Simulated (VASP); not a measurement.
# Hf (Pm-3m) in VASP: notebook

Runs on Hf. Level: revPBE. Tasks: relaxation of cell and atoms, single point.

All numbers are computed with VASP 6.6.1; they aren't measurements. Logs are shortened: lines on timing, memory, paths and dates and some standing lists are left out, and cuts for length are marked.

### 1 The cell of the first run

The structure is cubic, space group Pm-3m (No. 221). Conventional cell: a = 2.891 Å, b = 2.891 Å, c = 2.891 Å, α = 90.00°, β = 90.00°, γ = 90.00°. Hf (site symmetry m-3m) has 6 Hf at 2.89 Å within 3.8 Å.

### 2 Relaxation of cell and atoms, revPBE

INCAR

```
  PREC = Accurate
  ENCUT = 600
  EDIFF = 1E-6
  ISMEAR = -1
  SIGMA = 0.1
  LREAL = F
  LASPH = T
  NELM = 60
  ALGO = Normal
  ISIF = 3
  LWAVE = F
  LCHARG = F
  GGA = RE
  IBRION = 2
  NSW = 80
  EDIFFG = -0.01
```

KPOINTS

```
regular mesh
0
Gamma
  11 11 11
```

POSCAR

```
Hf
1.0
    2.8913220498      0.0000000000      0.0000000000
    0.0000000000      2.8913220498      0.0000000000
    0.0000000000      0.0000000000      2.8913220498
Hf
1
Direct
    0.0000000000      0.0000000000      0.0000000000
```

Potentials or basis: VASP PAW PBE potentials, release 64 (Hf_pv).

The run is started by

```console
$ cat potpaw_PBE.64/Hf_pv/POTCAR > POTCAR
$ mpirun -np 1 vasp_std > vasp.out
```

OUTCAR:

```text
PREC = Accurate
   ENCUT = 600
   EDIFF = 1E-6
   ISMEAR = -1
   LREAL = F
   LASPH = T
   NELM = 60
   ISIF = 3
   GGA = RE
   IBRION = 2
   NSW = 80
   EDIFFG = -0.01

 ion  position               nearest neighbor table
   1  0.000  0.000  0.000-

  LATTYP: Found a simple cubic cell.
 ALAT       =     2.8913220498

  Lattice vectors:

 A1 = (   2.8913220498,   0.0000000000,   0.0000000000)
 A2 = (   0.0000000000,   2.8913220498,   0.0000000000)
 A3 = (   0.0000000000,   0.0000000000,   2.8913220498)

Analysis of symmetry for initial positions (statically):
=====================================================================
 Subroutine PRICEL returns:
 Original cell was already a primitive cell.

 Routine SETGRP: Setting up the symmetry group for a
 simple cubic supercell.

 Subroutine GETGRP returns: Found 48 space group operations
 (whereof 48 operations were pure point group operations)
 out of a pool of 48 trial point group operations.

The static configuration has the point symmetry O_h .

Analysis of symmetry for dynamics (positions and initial velocities):
=====================================================================
 Subroutine PRICEL returns:
 Original cell was already a primitive cell.

 Routine SETGRP: Setting up the symmetry group for a
 simple cubic supercell.

 Subroutine GETGRP returns: Found 48 space group operations
 (whereof 48 operations were pure point group operations)
 out of a pool of 48 trial point group operations.

The dynamic configuration has the point symmetry O_h .

 Subroutine INISYM returns: Found 48 space group operations
 (whereof 48 operations are pure point group operations),
 and found     1 'primitive' translations

----------------------------------------------------------------------------------------

                                     Primitive cell

  volume of cell :      24.1707

  direct lattice vectors                    reciprocal lattice vectors
     2.891322050  0.000000000  0.000000000     0.345862544  0.000000000  0.000000000
     0.000000000  2.891322050  0.000000000     0.000000000  0.345862544  0.000000000
     0.000000000  0.000000000  2.891322050     0.000000000  0.000000000  0.345862544

  length of vectors
     2.891322050  2.891322050  2.891322050     0.345862544  0.345862544  0.345862544

  position of ions in fractional coordinates (direct lattice)
     0.000000000  0.000000000  0.000000000

  ion indices of the primitive-cell ions
   primitive index   ion index
                 1           1

----------------------------------------------------------------------------------------

 KPOINTS: regular mesh

Automatic generation of k-mesh.
 Grid dimensions read from file:
 generate k-points for:   11   11   11

 Generating k-lattice:

  Cartesian coordinates                     Fractional coordinates (reciprocal lattice)
     0.031442049  0.000000000  0.000000000     0.090909091  0.000000000  0.000000000
     0.000000000  0.031442049  0.000000000     0.000000000  0.090909091  0.000000000
     0.000000000  0.000000000  0.031442049     0.000000000  0.000000000  0.090909091

  Length of vectors
     0.031442049  0.031442049  0.031442049

  Shift w.r.t. Gamma in fractional coordinates (k-lattice)
     0.000000000  0.000000000  0.000000000

 Subroutine IBZKPT returns following result:
 ===========================================

 Found     56 irreducible k-points:

 Following reciprocal coordinates:
            Coordinates               Weight
  0.000000  0.000000  0.000000      1.000000
  0.090909  0.000000  0.000000      6.000000
  0.181818  0.000000  0.000000      6.000000
  0.272727  0.000000  0.000000      6.000000
  0.363636  0.000000  0.000000      6.000000
  0.454545  0.000000  0.000000      6.000000
[... 16 lines left out ...]
  0.181818  0.090909  0.090909     24.000000
  0.272727  0.090909  0.090909     24.000000
 [... further k-points ...]
   k-points           NKPTS =     56   k-points in BZ     NKDIM =     56   number of bands    NBANDS=      9
   number of dos      NEDOS =    301   number of ions     NIONS =      1
   total plane-waves  NPLWV =  13824
   dimension x,y,z NGX =    24 NGY =   24 NGZ =   24
   dimension x,y,z NGXF=    48 NGYF=   48 NGZF=   48
   ions per type =               1
   NGX,Y,Z   is equivalent  to a cutoff of  13.80, 13.80, 13.80 a.u.
   NGXF,Y,Z  is equivalent  to a cutoff of  27.60, 27.60, 27.60 a.u.
 SYSTEM =  unknown system
   PREC   = accura    normal or accurate (medium, high low for compatibility)
   ISTART =      0    job   : 0-new  1-cont  2-samecut
   ICHARG =      2    charge: 1-file 2-atom 10-const
   ISPIN  =      1    spin polarized calculation?
   LNONCOLLINEAR =      F non collinear calculations
   LSORBIT =      F    spin-orbit coupling
   LASPH  =      T    aspherical Exc in radial PAW
   ENCUT  =  600.0 eV  44.10 Ry    6.64 a.u.   5.77  5.77  5.77*2*pi/ulx,y,z
   NELM   =     60;   NELMIN=  2; NELMDL= -5     # of ELM steps
   EDIFF  = 0.1E-05   stopping-criterion for ELM
   LREAL  =      F    real-space projection
   EDIFFG = -.1E-01   stopping-criterion for IOM
   NSW    =     80    number of steps for IOM
   IBRION =      2    ionic relax: 0-MD 1-quasi-New 2-CG
   NFREE  =      1    steps in history (QN), initial steepest desc. (CG)
   ISIF   =      3    stress and relaxation
   ISYM   =      2    0-nonsym 1-usesym 2-fastsym
   POTIM  = 0.5000    time-step for ionic-motion
   TEBEG  =    0.0;   TEEND  =   0.0 temperature during run
   PSTRESS=    0.0 pullay stress
   NELECT =      10.0000    total number of electrons
   NUPDOWN=      -1.0000    fix difference up-down
   EMIN   =  10.00;   EMAX   =-10.00  energy-range for DOS
   EFERMI =   0.00;   METHOD = LEGACY
   ISMEAR =    -1;   SIGMA  =   0.10  broadening in eV -4-tet -1-fermi 0-gaus
   EFERMI_NEDOS =   21; number of points for ismear=-14 and -15
   IALGO  =     38    algorithm
   IMIX   =      4    mixing-type and parameters
     AMIX     =   0.40;   BMIX     =  1.00
     AMIX_MAG =   1.60;   BMIX_MAG =  1.00
  volume/ion in A,a.u.               =      24.17       163.11
  Fermi-wavevector in a.u.,A,eV,Ry     =   1.219865  2.305210 20.246423  1.488070
  Thomas-Fermi vector in A             =   2.355102
   LORBIT       =      0    0 simple, 1 ext, 2 COOP (PROOUT), +10 PAW based schemes
   GGA     = RE    functional components
   LHFCALC =     F    Hartree Fock is set to
   AEXX    =    0.0000 exact exchange contribution
   IVDW    =     0    specifies the selected vdW correction
   LEPSILON=     F    determine dielectric tensor
   LRPA    =     F    only Hartree local field effects (RPA)
 conjugate gradient relaxation of ions
 non-spin polarized calculation
  energy-cutoff  :      600.00
  volume of cell :       24.17
 maximum number of plane-waves:       816
 NGX is ok and might be reduce to    24
   NGX = 11   NGY = 11   NGZ = 11

--------------------------------------- Ionic step        1  -------------------------------------------

 number of electron      10.0000001 magnetization

 Free energy of the ion-electron system (eV)
  ---------------------------------------------------
  ext. energy  EPLUGINS =         0.00000000
  ---------------------------------------------------
  free energy    TOTEN  =        -8.51078668 eV

  energy without entropy =       -8.45294018  energy(sigma->0) =       -8.48186343

------------------------ aborting loop because EDIFF is reached ----------------------------------------

  FORCE on cell =-STRESS in cart. coord.  units (eV):
  Direction    XX          YY          ZZ          XY          YZ          ZX
  --------------------------------------------------------------------------------------
  -------------------------------------------------------------------------------------
  Total        0.5265573      0.5265573      0.5265573     -0.0000000     -0.0000000      0.0000000
  in kB       34.9033239     34.9033239     34.9033239     -0.0000000     -0.0000000      0.0000000
  external PRESSURE =      34.9033239 kB  Pullay stress =       0.0000000 kB
[... 55 lines left out ...]
  energy  without entropy=       -8.4556967385  energy(sigma->0) =       -8.48696350

--------------------------------------- Ionic step        3  -------------------------------------------

 number of electron      10.0000003 magnetization

 Free energy of the ion-electron system (eV)
  ---------------------------------------------------
  ext. energy  EPLUGINS =         0.00000000
  ---------------------------------------------------
  free energy    TOTEN  =        -8.52282043 eV

  energy without entropy =       -8.46201140  energy(sigma->0) =       -8.49241592

 E-fermi :   3.7450     XC(G=0): -10.5930

 val. band max:        3.7450023127   @ k =   0.3636   0.0909   0.0909
 cond. band min:       3.7671353635   @ k =   0.3636   0.2727   0.1818
 fundamental gap:      0.0221330507
 Fermi energy:         3.7450491852

 k-point     1 :       0.0000    0.0000    0.0000
  band No.  band energies     occupation
      1     -26.3387      2.00000
      2     -26.3387      2.00000
      3     -26.3387      2.00000
      4      -2.6699      2.00000
      5       2.3892      2.00000
      6       2.3892      2.00000
      7      10.0693      0.00000
      8      10.0693      0.00000
      9      10.0693      0.00000
[... 265 lines left out ...]
 k-point    24 :       0.2727    0.0909    0.0909
  band No.  band energies     occupation
      1     -26.8251      2.00000
      2     -26.3628      2.00000
      3     -26.3560      2.00000
      4      -0.6511      2.00000
      5       3.1831      1.99277
      6       3.7987      0.73807
      7       7.4476      0.00000
      8       7.4912      0.00000
      9       9.5312      0.00000

 [... further k-points ...]

------------------------ aborting loop because EDIFF is reached ----------------------------------------

  FORCE on cell =-STRESS in cart. coord.  units (eV):
  Direction    XX          YY          ZZ          XY          YZ          ZX
  --------------------------------------------------------------------------------------
  -------------------------------------------------------------------------------------
  Total        0.0002964      0.0002964      0.0002964      0.0000000      0.0000000      0.0000000
  in kB        0.0187600      0.0187600      0.0187600      0.0000000      0.0000000      0.0000000
  external PRESSURE =       0.0187600 kB  Pullay stress =       0.0000000 kB
[... 16 lines left out ...]
  FREE ENERGIE OF THE ION-ELECTRON SYSTEM (eV)
  ---------------------------------------------------
  free  energy   TOTEN  =        -8.5228204321 eV

  energy  without entropy=       -8.4620113986  energy(sigma->0) =       -8.49241592

 reached required accuracy - stopping structural energy minimisation
```

Run time: 21 s. Hardware: 1 thread of Intel Xeon 6975P-C, shared host; peak memory 0.15 GiB.

What came out:

- Free energy: -8.5228 eV
- Relaxed volume: 25.32 Å³/atom
- Relaxed cell: a = 2.936 Å, b = 2.936 Å, c = 2.936 Å, α = 90.00°, β = 90.00°, γ = 90.00°
- Space group after relaxing (to 0.05 Å): Pm-3m (No. 221)
- Energy gained by relaxing: 12.0 meV/atom
- Ionic steps: 3
- Pressure after relaxing: 0.0 GPa
- Band gap on the k mesh: zero (band 5 reaches 4.62 eV, above the bottom of band 6 at 2.39 eV)

The path:
| step | energy change (eV) | largest force (eV/Å) | pressure (GPa) | volume (Å³) |
| --- | --- | --- | --- | --- |
| 1 | 0.0000 | 0.0000 | 3.49 | 24.17 |
| 2 | -0.0074 | 0.0000 | -1.93 | 26.06 |
| 3 | -0.0120 | 0.0000 | 0.00 | 25.32 |

Final structure:
```yaml
crystal:
  lattice:
    - [2.93626, 0.00000, 0.00000]
    - [0.00000, 2.93626, 0.00000]
    - [0.00000, 0.00000, 2.93626]
  atoms:
    - { symbol: Hf, position: [0.00000, 0.00000, 0.00000] }
```

Levels at points of the mesh, in eV from the Fermi level:
```
           k point  band 2  band 3  band 4  band 5  band 6  band 7  band 8  band 9
(0.00, 0.00, 0.00)  -30.08  -30.08   -6.41   -1.36   -1.36    6.32    6.32    6.32
```

Caveat: the PAW data sets were made with another functional, which shifts forces and pressure a little; spin-orbit coupling is left out, which moves the levels of the heavy elements.

### 3 Single point, revPBE

This run uses another cell than the first one, of 25.42 Å³/atom, 1.052 times its volume.

INCAR

```
SYSTEM = Hf
PREC = Accurate ; ENCUT = 520
EDIFF = 1E-6 ; ISMEAR = -1
SIGMA = 0.1 ; LREAL = .FALSE.
LASPH = .TRUE. ; NELM = 100
ALGO = Normal ; ISIF = 2
LWAVE = .FALSE. ; LCHARG = .FALSE.
GGA = RE ; NBANDS = 11
```

KPOINTS

```
regular mesh
0
G
  18 18 18
  0 0 0
```

POSCAR

```
Hf
1.0
    2.9403448226      0.0000000000      0.0000000000
    0.0000000000      2.9403448226      0.0000000000
    0.0000000000      0.0000000000      2.9403448226
Hf
1
Direct
    0.0000000000      0.0000000000      0.0000000000
```

Potentials or basis: VASP PAW PBE potentials, release 64 (Hf_pv).

The run is started by

```console
$ cat potpaw_PBE.64/Hf_pv/POTCAR > POTCAR
$ mpirun -np 1 vasp_std > vasp.out
```

It used 22 s of CPU time on 1 thread of Intel Xeon 6975P-C (shared host).

It converged, with:

```yaml
Free_energy: -8.5241 eV
Pressure: -0.3 GPa
Band_gap_on_the_k_mesh: zero (band 5 reaches 4.56 eV, above the bottom of band 6 at 2.37 eV)
```

Levels at points of the mesh, in eV from the Fermi level:
```csv
k point,band 3,band 4,band 5,band 6,band 7,band 8
"(0.00, 0.00, 0.00)",-30.09,-6.39,-1.34,-1.34,6.31,6.31
"(0.50, 0.00, 0.00)",-30.01,-3.10,-0.46,-0.15,3.03,3.03
"(0.50, 0.50, 0.00)",-29.94,-2.69,-0.61,3.74,3.74,4.26
"(0.50, 0.50, 0.50)",-30.71,-1.17,-1.17,-1.17,6.86,8.65
```

Caveat: the PAW data sets were made with another functional, which shifts forces and pressure a little; spin-orbit coupling is left out, which moves the levels of the heavy elements.
